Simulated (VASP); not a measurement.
BN:

```
B N
1.0
     1.13626   -3.57259    0.00000
     1.13626    3.57259    0.00000
     0.00000    0.00000    2.28149
B N
1 1
Direct
  0.00000 0.00000 0.00000
  0.50000 0.50000 0.50000
```

The cell was generated, and may not be a known phase.

- Program: VASP 6.6.1
- Task: relaxation of cell and atoms
- Functional: PBE
- Potentials or basis: VASP PAW PBE potentials, release 64 (B, N)
- Cutoff: 600 eV
- k mesh: 26 × 26 × 24
- Occupations: gaussian, width 0.1 eV
- Spin: no spin polarisation

At the start: pressure 0.9 GPa; volume 9.26 Å³/atom.

Where does the relaxation end?

Over 17 steps the energy falls by 2.9 meV/atom and the volume is 10.37 Å³/atom (+12.0 %); space group Cmmm (No. 65, to 0.1 Å) before and after.

The path:
```
step  energy change (eV)  largest force (eV/Å)  pressure (GPa)  volume (Å³)
   1              0.0000                0.0000            0.92        18.52
   2             -0.0001                0.0000           -0.53        18.67
   3             -0.0005                0.0000            0.15        18.60
   4             -0.0008                0.0000            0.27        18.64
   5             -0.0014                0.0000            0.67        18.77
   6             -0.0020                0.0000            1.45        19.02
   7             -0.0021                0.0000            1.42        19.03
   8             -0.0023                0.0000            1.35        19.06
   9             -0.0026                0.0000            1.22        19.14
  10             -0.0033                0.0000            0.96        19.29
  11             -0.0043                0.0000            0.45        19.58
  12             -0.0052                0.0000           -0.56        20.17
  13             -0.0052                0.0000           -0.69        20.25
  14             -0.0055                0.0000           -0.44        20.43
  15             -0.0057                0.0000           -0.15        20.66
  16             -0.0057                0.0000           -0.01        20.76
  17             -0.0057                0.0000           -0.01        20.75
```

Final structure:
```
B N
1.0
     1.14060   -3.98711    0.00000
     1.14060    3.98711    0.00000
     0.00000    0.00000    2.28120
B N
1 1
Direct
  0.00000 0.00000 0.00000
  0.50000 0.50000 0.50000
```
